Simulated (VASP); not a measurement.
# AgB2Ru2 (I4/mmm) in VASP: relaxation of cell and atoms with PBE

Aim: the relaxation of cell and atoms of AgB2Ru2 with PBE.

All numbers are computed with VASP 6.6.1; they aren't measurements. Logs are shortened: lines on timing, memory, paths and dates and some standing lists are left out, and cuts for length are marked.

**1. The cell of the first run**

It takes space group I4/mmm (No. 139, tetragonal). Conventional cell: a = 3.770 Å, b = 3.770 Å, c = 8.589 Å, α = 90.00°, β = 90.00°, γ = 90.00°. Ag (site symmetry 4/mmm) has 10 B at 2.39 to 3.28 Å and 8 Ru at 2.86 Å within 3.3 Å. Ru (site symmetry -4m2) has 4 B at 1.90 Å within 2.5 Å. B (site symmetry 4mm) has 4 Ru at 1.90 Å and 1 Ag at 2.39 Å within 2.5 Å.

**2. Relaxation of cell and atoms, PBE**

INCAR reads:

```
PREC     = Accurate       # precision mode
ENCUT    = 600            # plane-wave cutoff, eV
EDIFF    = 1E-7           # SCF threshold, eV
ISMEAR   = 0              # smearing method
SIGMA    = 0.2724         # smearing width, eV
LREAL    = False          # projectors in reciprocal space
LASPH    = True           # aspherical terms in the spheres
NELM     = 80             # most SCF steps
ALGO     = Normal         # electronic algorithm
ISIF     = 3              # what is computed and relaxed
LWAVE    = False          # write WAVECAR
LCHARG   = False          # write CHGCAR
GGA      = PE             # functional
IBRION   = 2              # ionic algorithm
NSW      = 100            # ionic steps
EDIFFG   = -0.01          # ionic threshold
```

KPOINTS reads:

```
Automatic mesh
0
Gamma
  7 7 7
```

POSCAR reads:

```
AgB2Ru2
1.0
    0.0000000000      3.7702170000      0.0000000000
    3.7702170000      0.0000000000      0.0000000000
    1.8851090000      1.8851090000     -4.2945430000
Ag Ru B
1 2 2
Direct
    0.0000000000      0.0000000000      0.0000000000
    0.7500000000      0.2500000000      0.5000000000
    0.2500000000      0.7500000000      0.5000000000
    0.2780000000      0.2780000000      0.4440000000
    0.7220000000      0.7220000000      0.5560000000
```

Potentials or basis: VASP PAW PBE potentials, release 64 (Ag, Ru_pv, B).

On the command line:

```bash
cat potpaw_PBE.64/Ag/POTCAR potpaw_PBE.64/Ru_pv/POTCAR potpaw_PBE.64/B/POTCAR > POTCAR
mpirun -np 1 vasp_std > vasp.out
```

OUTCAR:

```text
PREC = Accurate
   ENCUT = 600
   EDIFF = 1E-7
   ISMEAR = 0
   LREAL = False
   LASPH = True
   NELM = 80
   ISIF = 3
   GGA = PE
   IBRION = 2
   NSW = 100
   EDIFFG = -0.01

 ion  position               nearest neighbor table
   1  0.000  0.000  0.000-   5 2.39   4 2.39   2 2.86   3 2.86   2 2.86   3 2.86   3 2.86   2 2.86
                             3 2.86   2 2.86
   2  0.750  0.250  0.500-   4 1.90   5 1.90   5 1.90   4 1.90   3 2.67   3 2.67   3 2.67   3 2.67
                             1 2.86   1 2.86   1 2.86   1 2.86
   3  0.250  0.750  0.500-   4 1.90   5 1.90   5 1.90   4 1.90   2 2.67   2 2.67   2 2.67   2 2.67
                             1 2.86   1 2.86   1 2.86   1 2.86
   4  0.278  0.278  0.444-   3 1.90   2 1.90   2 1.90   3 1.90   1 2.39
   5  0.722  0.722  0.556-   3 1.90   2 1.90   2 1.90   3 1.90   1 2.39

  LATTYP: Found a body centered tetragonal cell.
 ALAT       =     3.7702170000
 C/A-ratio  =     2.2781410195

  Lattice vectors:

 A1 = (  -1.8851090000,   1.8851080000,   4.2945430000)
 A2 = (   1.8851080000,  -1.8851090000,   4.2945430000)
 A3 = (   1.8851090000,   1.8851090000,  -4.2945430000)

Analysis of symmetry for initial positions (statically):
=====================================================================
 Subroutine PRICEL returns:
 Original cell was already a primitive cell.

 Routine SETGRP: Setting up the symmetry group for a
 body centered tetragonal supercell.

 Subroutine GETGRP returns: Found 16 space group operations
 (whereof 16 operations were pure point group operations)
 out of a pool of 16 trial point group operations.

The static configuration has the point symmetry D_4h.

Analysis of symmetry for dynamics (positions and initial velocities):
=====================================================================
 Subroutine PRICEL returns:
 Original cell was already a primitive cell.

 Routine SETGRP: Setting up the symmetry group for a
 body centered tetragonal supercell.

 Subroutine GETGRP returns: Found 16 space group operations
 (whereof 16 operations were pure point group operations)
 out of a pool of 16 trial point group operations.

The dynamic configuration has the point symmetry D_4h.

 Subroutine INISYM returns: Found 16 space group operations
 (whereof 16 operations are pure point group operations),
 and found     1 'primitive' translations

----------------------------------------------------------------------------------------

                                     Primitive cell

  volume of cell :      61.0449

  direct lattice vectors                    reciprocal lattice vectors
     0.000000000  3.770217000  0.000000000     0.000000000  0.265236722  0.116426854
     3.770217000  0.000000000  0.000000000     0.265236722  0.000000000  0.116426854
     1.885109000  1.885109000 -4.294543000     0.000000000  0.000000000 -0.232853647

  length of vectors
     3.770217000  3.770217000  5.054737527     0.289664860  0.289664860  0.232853647

  position of ions in fractional coordinates (direct lattice)
     0.000000000  0.000000000  0.000000000
     0.750000000  0.250000000  0.500000000
     0.250000000  0.750000000  0.500000000
     0.278000000  0.278000000  0.444000000
     0.722000000  0.722000000  0.556000000

  ion indices of the primitive-cell ions
   primitive index   ion index
                 1           1
                 2           2
                 3           3
                 4           4
                 5           5

----------------------------------------------------------------------------------------

 KPOINTS: Automatic mesh

Automatic generation of k-mesh.
 Grid dimensions read from file:
 generate k-points for:    7    7    7

 Generating k-lattice:

  Cartesian coordinates                     Fractional coordinates (reciprocal lattice)
     0.000000000  0.037890960  0.016632408     0.142857143  0.000000000  0.000000000
     0.037890960  0.000000000  0.016632408     0.000000000  0.142857143  0.000000000
     0.000000000  0.000000000 -0.033264807     0.000000000  0.000000000  0.142857143

  Length of vectors
     0.041380694  0.041380694  0.033264807

  Shift w.r.t. Gamma in fractional coordinates (k-lattice)
     0.000000000  0.000000000  0.000000000

 Subroutine IBZKPT returns following result:
 ===========================================

 Found     40 irreducible k-points:

 Following reciprocal coordinates:
            Coordinates               Weight
  0.000000  0.000000  0.000000      1.000000
  0.142857  0.000000  0.000000      8.000000
  0.285714  0.000000  0.000000      8.000000
  0.428571  0.000000  0.000000      8.000000
  0.142857  0.142857  0.000000      8.000000
  0.285714  0.142857  0.000000     16.000000
[... 16 lines left out ...]
  0.285714  0.285714  0.142857      8.000000
  0.428571  0.285714  0.142857     16.000000
 [... further k-points ...]
   k-points           NKPTS =     40   k-points in BZ     NKDIM =     40   number of bands    NBANDS=     27
   number of dos      NEDOS =    301   number of ions     NIONS =      5
   total plane-waves  NPLWV =  36000
   dimension x,y,z NGX =    30 NGY =   30 NGZ =   40
   dimension x,y,z NGXF=    60 NGYF=   60 NGZF=   80
   ions per type =               1   2   2
   NGX,Y,Z   is equivalent  to a cutoff of  13.23, 13.23, 13.16 a.u.
   NGXF,Y,Z  is equivalent  to a cutoff of  26.46, 26.46, 26.31 a.u.
 SYSTEM =  unknown system
   PREC   = accura    normal or accurate (medium, high low for compatibility)
   ISTART =      0    job   : 0-new  1-cont  2-samecut
   ICHARG =      2    charge: 1-file 2-atom 10-const
   ISPIN  =      1    spin polarized calculation?
   LNONCOLLINEAR =      F non collinear calculations
   LSORBIT =      F    spin-orbit coupling
   LASPH  =      T    aspherical Exc in radial PAW
   ENCUT  =  600.0 eV  44.10 Ry    6.64 a.u.   7.53  7.53 10.10*2*pi/ulx,y,z
   NELM   =     80;   NELMIN=  2; NELMDL= -5     # of ELM steps
   EDIFF  = 0.1E-06   stopping-criterion for ELM
   LREAL  =      F    real-space projection
   EDIFFG = -.1E-01   stopping-criterion for IOM
   NSW    =    100    number of steps for IOM
   IBRION =      2    ionic relax: 0-MD 1-quasi-New 2-CG
   NFREE  =      1    steps in history (QN), initial steepest desc. (CG)
   ISIF   =      3    stress and relaxation
   ISYM   =      2    0-nonsym 1-usesym 2-fastsym
   POTIM  = 0.5000    time-step for ionic-motion
   TEBEG  =    0.0;   TEEND  =   0.0 temperature during run
   PSTRESS=    0.0 pullay stress
   NELECT =      45.0000    total number of electrons
   NUPDOWN=      -1.0000    fix difference up-down
   EMIN   =  10.00;   EMAX   =-10.00  energy-range for DOS
   EFERMI =   0.00;   METHOD = LEGACY
   ISMEAR =     0;   SIGMA  =   0.27  broadening in eV -4-tet -1-fermi 0-gaus
   EFERMI_NEDOS =   21; number of points for ismear=-14 and -15
   IALGO  =     38    algorithm
   IMIX   =      4    mixing-type and parameters
     AMIX     =   0.40;   BMIX     =  1.00
     AMIX_MAG =   1.60;   BMIX_MAG =  1.00
  volume/ion in A,a.u.               =      12.21        82.39
  Fermi-wavevector in a.u.,A,eV,Ry     =   1.478867  2.794653 29.756589  2.187048
  Thomas-Fermi vector in A             =   2.593095
   LORBIT       =      0    0 simple, 1 ext, 2 COOP (PROOUT), +10 PAW based schemes
   GGA     = PE    functional components
   LHFCALC =     F    Hartree Fock is set to
   AEXX    =    0.0000 exact exchange contribution
   IVDW    =     0    specifies the selected vdW correction
   LEPSILON=     F    determine dielectric tensor
   LRPA    =     F    only Hartree local field effects (RPA)
 conjugate gradient relaxation of ions
 non-spin polarized calculation
 Gauss-broadening in eV      SIGMA  =   0.27
  energy-cutoff  :      600.00
  volume of cell :       61.04
 maximum number of plane-waves:      2060
 NGX is ok and might be reduce to    30
   NGX = 15   NGY = 15   NGZ = 21

--------------------------------------- Ionic step        1  -------------------------------------------

 number of electron      45.0000004 magnetization

 Free energy of the ion-electron system (eV)
  ---------------------------------------------------
  ext. energy  EPLUGINS =         0.00000000
  ---------------------------------------------------
  free energy    TOTEN  =       -30.55193604 eV

  energy without entropy =      -30.41831336  energy(sigma->0) =      -30.48512470

------------------------ aborting loop because EDIFF is reached ----------------------------------------

  FORCE on cell =-STRESS in cart. coord.  units (eV):
  Direction    XX          YY          ZZ          XY          YZ          ZX
  --------------------------------------------------------------------------------------
  -------------------------------------------------------------------------------------
  Total       31.1514033     31.1514033      5.3349030      0.0000000     -0.0000006     -0.0000006
  in kB      817.5956027    817.5956027    140.0191564      0.0000000     -0.0000163     -0.0000163
  external PRESSURE =     591.7367872 kB  Pullay stress =       0.0000000 kB
[... 24 lines left out ...]
  energy  without entropy=      -30.4183133552  energy(sigma->0) =      -30.48512470

--------------------------------------- Ionic step        2  -------------------------------------------

 number of electron      45.0000018 magnetization

 E-fermi :   2.9417     XC(G=0):  -9.6935

 val. band max:        2.9292319436   @ k =  -0.1429  -0.1429   0.2857
 cond. band min:       2.9436293047   @ k =  -0.4286   0.2857   0.0000
 fundamental gap:      0.0143973611
 Fermi energy:         2.9416665587

 k-point     1 :       0.0000    0.0000    0.0000
  band No.  band energies     occupation
      1     -39.2364      2.00000
      2     -39.2364      2.00000
      3     -39.2046      2.00000
      4     -39.2046      2.00000
      5     -38.8141      2.00000
      6     -38.8094      2.00000
[... 782 lines left out ...]
  FREE ENERGIE OF THE ION-ELECTRON SYSTEM (eV)
  ---------------------------------------------------
  free  energy   TOTEN  =       -33.0979021566 eV

  energy  without entropy=      -32.9238273758  energy(sigma->0) =      -33.01086477

[... ionic steps 4 to 26 ...]

--------------------------------------- Ionic step       27  -------------------------------------------

 number of electron      45.0000000 magnetization

------------------------ aborting loop because EDIFF is reached ----------------------------------------

  FORCE on cell =-STRESS in cart. coord.  units (eV):
  Direction    XX          YY          ZZ          XY          YZ          ZX
  --------------------------------------------------------------------------------------
  -------------------------------------------------------------------------------------
  Total        0.0474558      0.0474558     -0.0411569     -0.0000000      0.0000000      0.0000000
  in kB        1.1048254      1.1048254     -0.9581794     -0.0000000      0.0000001      0.0000001
  external PRESSURE =       0.4171571 kB  Pullay stress =       0.0000000 kB
[... 63 lines left out ...]
  energy  without entropy=      -33.5200486259  energy(sigma->0) =      -33.58361532

--------------------------------------- Ionic step       29  -------------------------------------------

 number of electron      45.0000000 magnetization

 Free energy of the ion-electron system (eV)
  ---------------------------------------------------
  ext. energy  EPLUGINS =         0.00000000
  ---------------------------------------------------
  free energy    TOTEN  =       -33.64722970 eV

  energy without entropy =      -33.52004060  energy(sigma->0) =      -33.58363515

 E-fermi :   7.4371     XC(G=0): -11.9383

 val. band max:        7.4005951566   @ k =  -0.1429   0.0000   0.2857
 cond. band min:       7.4440020347   @ k =  -0.2857  -0.2857   0.1429
 fundamental gap:      0.0434068781
 Fermi energy:         7.4370882468

 k-point     1 :       0.0000    0.0000    0.0000
  band No.  band energies     occupation
      1     -35.2677      2.00000
      2     -35.2677      2.00000
      3     -34.8890      2.00000
      4     -34.8890      2.00000
      5     -34.8255      2.00000
      6     -34.7373      2.00000
[... 743 lines left out ...]
  FREE ENERGIE OF THE ION-ELECTRON SYSTEM (eV)
  ---------------------------------------------------
  free  energy   TOTEN  =       -33.6472296986 eV

  energy  without entropy=      -33.5200405970  energy(sigma->0) =      -33.58363515

 reached required accuracy - stopping structural energy minimisation
```

Run time: 21 min. Hardware: 1 thread of Intel Xeon Platinum 8259CL at 2.50GHz (Skylake/Cascade Lake), shared host; peak memory 0.25 GiB.

Results:

```yaml
Free_energy: -33.6472 eV
Relaxed_volume: 13.76 Å³/atom
Relaxed_cell: a = 3.933 Å, b = 3.933 Å, c = 5.245 Å, α = 67.98°, β = 67.98°, γ = 90.00°
Space_group_after_relaxing_to_0.1_Å: I4/mmm (No. 139)
Pressure_after_relaxing: 0.0 GPa
Largest_force_after_relaxing: 0.003 eV/Å
Band_gap_on_the_k_mesh: zero (an odd number of electrons rules out a gap without spin polarisation)
```

Forces in eV/Å, atoms in the order of the input:
```
Ag   0.000  0.000  0.000
Ru   0.000  0.000  0.000
Ru   0.000  0.000  0.000
B    0.000  0.000  0.003
B    0.000  0.000 -0.003
```

Final structure:
```
Ag Ru B
1.0
     0.00000    3.93319    0.00000
     3.93319    0.00000    0.00000
     1.96660    1.96660   -4.44678
Ag Ru B
1 2 2
Direct
  0.00000 0.00000 0.00000
  0.75000 0.25000 0.50000
  0.25000 0.75000 0.50000
  0.32691 0.32691 0.34617
  0.67309 0.67309 0.65383
```

Levels at points of the mesh, in eV from the Fermi level:
| k point | band 20 | band 21 | band 22 | band 23 | band 24 | band 25 |
| --- | --- | --- | --- | --- | --- | --- |
| (0.00, 0.00, 0.00) | -1.50 | -0.09 | 0.13 | 1.95 | 2.12 | 2.12 |
